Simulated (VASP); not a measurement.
# KCl (Fm-3m) in VASP: a series of runs

Runs on KCl. Level: LDA. Tasks: electric field gradients.

All numbers are computed with VASP 6.6.1; they aren't measurements. Logs are shortened: lines on timing, memory, paths and dates and some standing lists are left out, and cuts for length are marked.

**1. The cell of the first run**

It takes space group Fm-3m (No. 225, cubic). Conventional cell: a = 6.312 Å, b = 6.312 Å, c = 6.312 Å, α = 90.00°, β = 90.00°, γ = 90.00°. Within 4.2 Å of K (site symmetry m-3m) lie 6 Cl at 3.16 Å. Cl (site symmetry m-3m) has 6 K at 3.16 Å within 4.2 Å.

**2. Electric field gradients, LDA**

INCAR

```
PREC = Accurate
ENCUT = 520
EDIFF = 1E-8
ISMEAR = -1
SIGMA = 0.03
LREAL = False
LASPH = True
NELM = 80
ALGO = Normal
ISIF = 2
LWAVE = False
LCHARG = False
GGA = CA
LEFG = True
NBANDS = 15
```

KPOINTS

```
regular mesh
0
Gamma
  7 7 7
```

POSCAR

```
KCl
1.0
    0.0000000000      3.1561000000      3.1561000000
    3.1561000000      0.0000000000      3.1561000000
    3.1561000000      3.1561000000      0.0000000000
K Cl
1 1
Direct
    0.0000000000      0.0000000000      0.0000000000
    0.5000000000      0.5000000000      0.5000000000
```

Potentials or basis: VASP PAW LDA potentials, release 64 (K_sv, Cl).

Run with:

```
> cat potpaw_LDA.64/K_sv/POTCAR potpaw_LDA.64/Cl/POTCAR > POTCAR
> mpirun -np 1 vasp_std > vasp.out
```

OUTCAR:

```text
PREC = Accurate
   ENCUT = 520
   EDIFF = 1E-8
   ISMEAR = -1
   LREAL = False
   LASPH = True
   NELM = 80
   ISIF = 2
   GGA = CA

 ion  position               nearest neighbor table
   1  0.000  0.000  0.000-   2 3.16   2 3.16   2 3.16   2 3.16   2 3.16   2 3.16
   2  0.500  0.500  0.500-   1 3.16   1 3.16   1 3.16   1 3.16   1 3.16   1 3.16

  LATTYP: Found a face centered cubic cell.
 ALAT       =     6.3122000000

  Lattice vectors:

 A1 = (   0.0000000000,   3.1561000000,   3.1561000000)
 A2 = (   3.1561000000,   0.0000000000,   3.1561000000)
 A3 = (   3.1561000000,   3.1561000000,   0.0000000000)

Analysis of symmetry for initial positions (statically):
=====================================================================
 Subroutine PRICEL returns:
 Original cell was already a primitive cell.

 Routine SETGRP: Setting up the symmetry group for a
 face centered cubic supercell.

 Subroutine GETGRP returns: Found 48 space group operations
 (whereof 48 operations were pure point group operations)
 out of a pool of 48 trial point group operations.

The static configuration has the point symmetry O_h .

Analysis of symmetry for dynamics (positions and initial velocities):
=====================================================================
 Subroutine PRICEL returns:
 Original cell was already a primitive cell.

 Routine SETGRP: Setting up the symmetry group for a
 face centered cubic supercell.

 Subroutine GETGRP returns: Found 48 space group operations
 (whereof 48 operations were pure point group operations)
 out of a pool of 48 trial point group operations.

The dynamic configuration has the point symmetry O_h .

 Subroutine INISYM returns: Found 48 space group operations
 (whereof 48 operations are pure point group operations),
 and found     1 'primitive' translations

----------------------------------------------------------------------------------------

                                     Primitive cell

  volume of cell :      62.8756

  direct lattice vectors                    reciprocal lattice vectors
     0.000000000  3.156100000  3.156100000    -0.158423371  0.158423371  0.158423371
     3.156100000  0.000000000  3.156100000     0.158423371 -0.158423371  0.158423371
     3.156100000  3.156100000  0.000000000     0.158423371  0.158423371 -0.158423371

  length of vectors
     4.463399424  4.463399424  4.463399424     0.274397327  0.274397327  0.274397327

  position of ions in fractional coordinates (direct lattice)
     0.000000000  0.000000000  0.000000000
     0.500000000  0.500000000  0.500000000

  ion indices of the primitive-cell ions
   primitive index   ion index
                 1           1
                 2           2

----------------------------------------------------------------------------------------

 KPOINTS: regular mesh

Automatic generation of k-mesh.
 Grid dimensions read from file:
 generate k-points for:    7    7    7

 Generating k-lattice:

  Cartesian coordinates                     Fractional coordinates (reciprocal lattice)
    -0.022631910  0.022631910  0.022631910     0.142857143  0.000000000  0.000000000
     0.022631910 -0.022631910  0.022631910     0.000000000  0.142857143  0.000000000
     0.022631910  0.022631910 -0.022631910     0.000000000  0.000000000  0.142857143

  Length of vectors
     0.039199618  0.039199618  0.039199618

  Shift w.r.t. Gamma in fractional coordinates (k-lattice)
     0.000000000  0.000000000  0.000000000

 Subroutine IBZKPT returns following result:
 ===========================================

 Found     20 irreducible k-points:

 Following reciprocal coordinates:
            Coordinates               Weight
  0.000000  0.000000  0.000000      1.000000
  0.142857  0.000000  0.000000      8.000000
  0.285714  0.000000  0.000000      8.000000
  0.428571  0.000000  0.000000      8.000000
  0.142857  0.142857  0.000000      6.000000
  0.285714  0.142857  0.000000     24.000000
[... 12 lines left out ...]
 -0.428571  0.428571  0.142857     24.000000
 -0.285714  0.428571  0.142857     24.000000
   k-points           NKPTS =     20   k-points in BZ     NKDIM =     20   number of bands    NBANDS=     15
   number of dos      NEDOS =    301   number of ions     NIONS =      2
   total plane-waves  NPLWV =  46656
   dimension x,y,z NGX =    36 NGY =   36 NGZ =   36
   dimension x,y,z NGXF=    72 NGYF=   72 NGZF=   72
   ions per type =               1   1
   NGX,Y,Z   is equivalent  to a cutoff of  13.41, 13.41, 13.41 a.u.
   NGXF,Y,Z  is equivalent  to a cutoff of  26.82, 26.82, 26.82 a.u.
 SYSTEM =  unknown system
   PREC   = accura    normal or accurate (medium, high low for compatibility)
   ISTART =      0    job   : 0-new  1-cont  2-samecut
   ICHARG =      2    charge: 1-file 2-atom 10-const
   ISPIN  =      1    spin polarized calculation?
   LNONCOLLINEAR =      F non collinear calculations
   LSORBIT =      F    spin-orbit coupling
   LASPH  =      T    aspherical Exc in radial PAW
   ENCUT  =  520.0 eV  38.22 Ry    6.18 a.u.   8.30  8.30  8.30*2*pi/ulx,y,z
   NELM   =     80;   NELMIN=  2; NELMDL= -5     # of ELM steps
   EDIFF  = 0.1E-07   stopping-criterion for ELM
   LREAL  =      F    real-space projection
   EDIFFG = 0.1E-06   stopping-criterion for IOM
   NSW    =      0    number of steps for IOM
   IBRION =     -1    ionic relax: 0-MD 1-quasi-New 2-CG
   NFREE  =      0    steps in history (QN), initial steepest desc. (CG)
   ISIF   =      2    stress and relaxation
   ISYM   =      2    0-nonsym 1-usesym 2-fastsym
   POTIM  = 0.5000    time-step for ionic-motion
   TEBEG  =    0.0;   TEEND  =   0.0 temperature during run
   PSTRESS=    0.0 pullay stress
   NELECT =      16.0000    total number of electrons
   NUPDOWN=      -1.0000    fix difference up-down
   EMIN   =  10.00;   EMAX   =-10.00  energy-range for DOS
   EFERMI =   0.00;   METHOD = LEGACY
   ISMEAR =    -1;   SIGMA  =   0.03  broadening in eV -4-tet -1-fermi 0-gaus
   EFERMI_NEDOS =   21; number of points for ismear=-14 and -15
   IALGO  =     38    algorithm
   IMIX   =      4    mixing-type and parameters
     AMIX     =   0.40;   BMIX     =  1.00
     AMIX_MAG =   1.60;   BMIX_MAG =  1.00
  volume/ion in A,a.u.               =      31.44       212.15
  Fermi-wavevector in a.u.,A,eV,Ry     =   1.037419  1.960437 14.643101  1.076238
  Thomas-Fermi vector in A             =   2.171856
   LORBIT       =      0    0 simple, 1 ext, 2 COOP (PROOUT), +10 PAW based schemes
   GGA     = CA    functional components
   LHFCALC =     F    Hartree Fock is set to
   AEXX    =    0.0000 exact exchange contribution
   IVDW    =     0    specifies the selected vdW correction
   LEPSILON=     F    determine dielectric tensor
   LRPA    =     F    only Hartree local field effects (RPA)
 non-spin polarized calculation
  energy-cutoff  :      520.00
  volume of cell :       62.88
 maximum number of plane-waves:      1716
 NGX is ok and might be reduce to    36
   NGX = 17   NGY = 17   NGZ = 17

 number of electron      15.9999998 magnetization

 Free energy of the ion-electron system (eV)
  ---------------------------------------------------
  ext. energy  EPLUGINS =         0.00000000
  ---------------------------------------------------
  free energy    TOTEN  =        -7.36285593 eV

  energy without entropy =       -7.36285593  energy(sigma->0) =       -7.36285593

 E-fermi :  -1.4353     XC(G=0):  -8.0726

 val. band max:       -2.1198763747   @ k =   0.0000   0.0000   0.0000
 cond. band min:       2.5978682347   @ k =   0.0000   0.0000   0.0000
 fundamental gap:      4.7177446094
 Fermi energy:        -1.4352888618

 k-point     1 :       0.0000    0.0000    0.0000
  band No.  band energies     occupation
      1     -28.9727      2.00000
      2     -14.1355      2.00000
      3     -12.6704      2.00000
      4     -12.6704      2.00000
      5     -12.6704      2.00000
      6      -2.1199      2.00000
      7      -2.1199      2.00000
      8      -2.1199      2.00000
      9       2.5979      0.00000
     10       5.9611      0.00000
     11       5.9611      0.00000
     12       5.9611      0.00000
     13       6.8885      0.00000
     14       6.8885      0.00000
[... 329 lines left out ...]
      2     -14.1459      2.00000
      3     -12.7816      2.00000
      4     -12.7436      2.00000
      5     -12.5787      2.00000
      6      -2.7328      2.00000
      7      -2.6531      2.00000
      8      -2.5007      2.00000
      9       5.2448      0.00000
     10       5.9397      0.00000
     11       7.0183      0.00000
     12       7.4783      0.00000
     13       9.0170      0.00000
     14       9.1118      0.00000
     15       9.8864      0.00000

------------------------ aborting loop because EDIFF is reached ----------------------------------------

  FORCE on cell =-STRESS in cart. coord.  units (eV):
  Direction    XX          YY          ZZ          XY          YZ          ZX
  --------------------------------------------------------------------------------------
  -------------------------------------------------------------------------------------
  Total       -0.8024935     -0.8024935     -0.8024935      0.0000000      0.0000000     -0.0000000
  in kB      -20.4488961    -20.4488961    -20.4488961      0.0000000      0.0000000     -0.0000000
  external PRESSURE =     -20.4488961 kB  Pullay stress =       0.0000000 kB

 VOLUME and BASIS-vectors are now :
 -----------------------------------------------------------------------------
  energy-cutoff  :      520.00
  volume of cell :       62.88
      direct lattice vectors                 reciprocal lattice vectors
     0.000000000  3.156100000  3.156100000    -0.158423371  0.158423371  0.158423371
     3.156100000  0.000000000  3.156100000     0.158423371 -0.158423371  0.158423371
     3.156100000  3.156100000  0.000000000     0.158423371  0.158423371 -0.158423371

 POSITION                                       TOTAL-FORCE (eV/Angst)
 -----------------------------------------------------------------------------------
      0.00000      0.00000      0.00000         0.000000      0.000000      0.000000
      3.15610      3.15610      3.15610        -0.000000     -0.000000     -0.000000
 -----------------------------------------------------------------------------------
    total drift:                                0.000000      0.000000      0.000000

  FREE ENERGIE OF THE ION-ELECTRON SYSTEM (eV)
  ---------------------------------------------------
  free  energy   TOTEN  =        -7.3628559291 eV

  energy  without entropy=       -7.3628559291  energy(sigma->0) =       -7.36285593

 Electric field gradients (V/A^2)
---------------------------------------------------------------------
 ion       V_xx      V_yy      V_zz      V_xy      V_xz      V_yz
---------------------------------------------------------------------
   1      -0.000     0.000     0.000    -0.000    -0.000    -0.000
   2       0.000     0.000     0.000    -0.000    -0.000    -0.000
---------------------------------------------------------------------

 Electric field gradients after diagonalization (V/A^2)
 (convention: |V_zz| > |V_xx| > |V_yy|)
----------------------------------------------------------------------
 ion       V_xx      V_yy      V_zz     asymmetry (V_yy - V_xx)/ V_zz
----------------------------------------------------------------------
   1       0.000     0.000    -0.001       0.000
   2       0.000     0.000    -0.000       0.000
----------------------------------------------------------------------

           NMR quadrupolar parameters

 Cq : quadrupolar parameter    Cq=e*Q*V_zz/h
 eta: asymmetry parameters     (V_yy - V_xx)/ V_zz
 Q  : nuclear electric quadrupole moment in mb (millibarn)
----------------------------------------------------------------------
 ion       Cq(MHz)       eta       Q (mb)
----------------------------------------------------------------------
   1      -0.000       0.000       1.000
   2      -0.000       0.000       1.000
----------------------------------------------------------------------
```

Run time: 46 s. Hardware: 1 thread of Intel Xeon 8259CL, shared host; peak memory 0.18 GiB.

Results:

```yaml
Free_energy: -7.3629 eV
Pressure: -2.0 GPa
Band_gap_on_the_k_mesh: 4.72 eV
Largest_electric_field_gradient_by_atom: zero within the noise of the run
```

Caveat: an odd mesh through Γ misses points on the zone boundary, where band edges can lie.

**3. Electric field gradients, LDA (32.70 Å³/atom)**

This run uses another cell than the first one, of 32.70 Å³/atom.

INCAR

```
SYSTEM = KCl
PREC = Accurate ; ENCUT = 520
EDIFF = 1E-8 ; ISMEAR = -1
SIGMA = 0.03 ; LREAL = .False.
LASPH = .True. ; NELM = 100
ALGO = Normal ; ISIF = 2
LWAVE = .False. ; LCHARG = .False.
LEFG = .True. ; NBANDS = 15
```

KPOINTS

```
Automatic mesh
0
Gamma
  7 7 7
  0 0 0
```

POSCAR

```
KCl
1.0
    0.0000000000      3.1976323944      3.1976323944
    3.1976323944      0.0000000000      3.1976323944
    3.1976323944      3.1976323944      0.0000000000
K Cl
1 1
Direct
    0.0000000000      0.0000000000      0.0000000000
    0.5000000000      0.5000000000      0.5000000000
```

Potentials or basis: VASP PAW LDA potentials, release 64 (K_sv, Cl).

Run with:

```
> cat potpaw_LDA.64/K_sv/POTCAR potpaw_LDA.64/Cl/POTCAR > POTCAR
> mpirun -np 1 vasp_std > vasp.out
```

OUTCAR:

```text
SYSTEM = KCl
   PREC = Accurate
   ENCUT = 520
   EDIFF = 1E-8
   ISMEAR = -1
   LREAL = .False.
   LASPH = .True.
   NELM = 100
   ISIF = 2

 ion  position               nearest neighbor table
   1  0.000  0.000  0.000-   2 3.20   2 3.20   2 3.20   2 3.20   2 3.20   2 3.20
   2  0.500  0.500  0.500-   1 3.20   1 3.20   1 3.20   1 3.20   1 3.20   1 3.20

  LATTYP: Found a face centered cubic cell.
 ALAT       =     6.3952647888

  Lattice vectors:

 A1 = (   0.0000000000,   3.1976323944,   3.1976323944)
 A2 = (   3.1976323944,   0.0000000000,   3.1976323944)
 A3 = (   3.1976323944,   3.1976323944,   0.0000000000)

Analysis of symmetry for initial positions (statically):
=====================================================================
 Subroutine PRICEL returns:
 Original cell was already a primitive cell.

 Routine SETGRP: Setting up the symmetry group for a
 face centered cubic supercell.

 Subroutine GETGRP returns: Found 48 space group operations
[... 542 lines left out ...]
     0.000000000  3.197632394  3.197632394    -0.156365691  0.156365691  0.156365691
     3.197632394  0.000000000  3.197632394     0.156365691 -0.156365691  0.156365691
     3.197632394  3.197632394  0.000000000     0.156365691  0.156365691 -0.156365691

 POSITION                                       TOTAL-FORCE (eV/Angst)
 -----------------------------------------------------------------------------------
      0.00000      0.00000      0.00000        -0.000000      0.000000     -0.000000
      3.19763      3.19763      3.19763         0.000000      0.000000      0.000000
 -----------------------------------------------------------------------------------
    total drift:                                0.000000      0.000000      0.000000

  FREE ENERGIE OF THE ION-ELECTRON SYSTEM (eV)
  ---------------------------------------------------
  free  energy   TOTEN  =        -7.3275971340 eV

  energy  without entropy=       -7.3275971340  energy(sigma->0) =       -7.32759713

 Electric field gradients (V/A^2)
---------------------------------------------------------------------
 ion       V_xx      V_yy      V_zz      V_xy      V_xz      V_yz
---------------------------------------------------------------------
   1       0.000    -0.000    -0.000    -0.000    -0.000    -0.000
   2       0.000    -0.000     0.000     0.000     0.000     0.000
---------------------------------------------------------------------

 Electric field gradients after diagonalization (V/A^2)
 (convention: |V_zz| > |V_xx| > |V_yy|)
----------------------------------------------------------------------
 ion       V_xx      V_yy      V_zz     asymmetry (V_yy - V_xx)/ V_zz
----------------------------------------------------------------------
   1       0.000     0.000    -0.001       0.000
   2      -0.000    -0.000     0.000       0.000
----------------------------------------------------------------------

           NMR quadrupolar parameters

 Cq : quadrupolar parameter    Cq=e*Q*V_zz/h
 eta: asymmetry parameters     (V_yy - V_xx)/ V_zz
 Q  : nuclear electric quadrupole moment in mb (millibarn)
----------------------------------------------------------------------
 ion       Cq(MHz)       eta       Q (mb)
----------------------------------------------------------------------
   1      -0.000       0.000       1.000
   2       0.000       0.000       1.000
----------------------------------------------------------------------
```

stdout:

```text
POSCAR found type information on POSCAR K Cl
 POSCAR found :  2 types and       2 ions
 scaLAPACK will be used
 LDA part: xc-table for (Slater(with rela. corr.)+CA(PZ))
 , standard interpolation
 POSCAR, INCAR and KPOINTS ok, starting setup
 FFT: planning ... GRIDC
 FFT: planning ... GRID_SOFT
 FFT: planning ... GRID
 WAVECAR not read
 entering main loop
ion   1

ion   2
```

Run time: 33 s. Hardware: 1 thread of Intel Xeon 8259CL, shared host; peak memory 0.18 GiB.

Results:

```yaml
Free_energy: -7.3276 eV
Pressure: -2.5 GPa
Band_gap_on_the_k_mesh: 4.59 eV
Largest_electric_field_gradient_by_atom: zero within the noise of the run
```

Levels at points of the mesh, in eV from the valence-band top:
```csv
k point,band 4,band 5,band 6,band 7,band 8,band 9,band 10,band 11,band 12,band 13
"(0.00, 0.00, 0.00)",-10.64,-10.64,0.00,0.00,0.00,4.59,8.06,8.06,8.06,8.96
```

Caveat: an odd mesh through Γ misses points on the zone boundary, where band edges can lie.
